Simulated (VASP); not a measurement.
Write the native input for VASP 6.6.1 that does the following.

```yaml
Task: single point
Functional: PBE
Potentials_or_basis: VASP PAW PBE potentials, release 64 (Ni)
Cutoff: 520 eV
k_mesh: 10 × 10 × 10
Occupations: gaussian, width 0.1 eV
Spin: collinear spin, ferromagnetic start
Starting_moments: "[0.75, 0.75, 0.75, 0.75] μB"
Dipole_correction: no
Further_INCAR_settings: ALGO = Normal; EDIFF = 1e-07; NBANDS = 32
```

The structure of Ni lies in POSCAR:

```
Ni
1.0
    3.5184967563      0.0000000000      0.0000000000
    0.0000000000     -3.5184967563      0.0000000000
    0.0000000000      0.0000000000     -3.5184967563
Ni
4
Direct
    0.0000000000      0.5000000000      0.5000000000
    0.5000000000      0.0000000000      0.5000000000
    0.5000000000      0.5000000000      0.0000000000
    0.0000000000      0.0000000000      0.0000000000
```

The input as run:

INCAR

```
ALGO = Normal
EDIFF = 1E-7
ENCUT = 520
GGA = PE
ISIF = 2
ISMEAR = 0
ISPIN = 2
LASPH = T
LCHARG = F
LMAXMIX = 4
LORBIT = 11
LREAL = F
LWAVE = F
MAGMOM = 0.75 0.75 0.75 0.75
NBANDS = 32
NELM = 150
PREC = Accurate
SIGMA = 0.1
```

KPOINTS

```
k-points
0
Gamma
  10 10 10
```

Potentials or basis: VASP PAW PBE potentials, release 64 (Ni).

The run is started by

```bash
$ cat potpaw_PBE.64/Ni/POTCAR > POTCAR
$ mpirun -np 1 vasp_std > vasp.out
```

Results of the run:

```
Pressure                                              : 0.0 GPa
Net moment                                            : 2.55 μB per cell
Site moments                                          : Ni +0.65 μB
Valence electrons inside the program's atomic spheres : Ni 9.31
```

It took 3.2 min on 1 thread of Intel(R) Xeon(R) Platinum 8259CL CPU @ 2.50GHz (Skylake/Cascade Lake), on a shared host, peak memory 0.23 GiB.
